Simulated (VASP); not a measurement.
Input of a VASP 6.6.1 run:

The input POSCAR:

```
Si
1.0
    0.0000000000      2.7166437422      2.7166437422
    2.7166437422      0.0000000000      2.7166437422
    2.7166437422      2.7166437422      0.0000000000
Si
2
Direct
    0.0000000000      0.0000000000      0.0000000000
    0.2500000000      0.2500000000      0.2500000000
```

The input INCAR.step1:

```
SYSTEM = Si
ALGO = Normal
EDIFF = 1E-5
ENCUT = 520
GGA = PE
ISIF = 2
ISMEAR = -1
LASPH = .True.
LCHARG = .False.
LREAL = .False.
LWAVE = .True.
NBANDS = 11
NELM = 80
PREC = Accurate
SIGMA = 0.05
```

INCAR.step2

```
SYSTEM = Si
ALGO = Normal
EDIFF = 1E-6
ENCUT = 520
GGA = PE
HFSCREEN = 0.2079
ISIF = 2
ISMEAR = -1
ISTART = 1
LASPH = .True.
LCHARG = .False.
LHFCALC = .True.
LREAL = .False.
LWAVE = .False.
NBANDS = 11
NELM = 80
PREC = Accurate
PRECFOCK = Normal
SIGMA = 0.05
```

The input KPOINTS:

```
k-points
0
Gamma
  4 4 4
  0 0 0
```

Potentials or basis: VASP PAW PBE potentials, release 64 (Si).

The run is started by

```sh
$ cat potpaw_PBE.64/Si/POTCAR > POTCAR
$ cp INCAR.step1 INCAR
$ mpirun -np 1 vasp_std > vasp.out
$ cp INCAR.step2 INCAR
$ mpirun -np 1 vasp_std > vasp.out
```

(1) Estimate the band gap on the k mesh.

(2) Predict the pressure.

## Answers

(1) 1.33 eV, indirect (least direct gap 3.35 eV).

(2) 0.6 GPa.

Caveat: the k points lie up to 0.50 Å⁻¹ apart; the PAW data sets were made with another functional, which shifts forces and pressure a little.
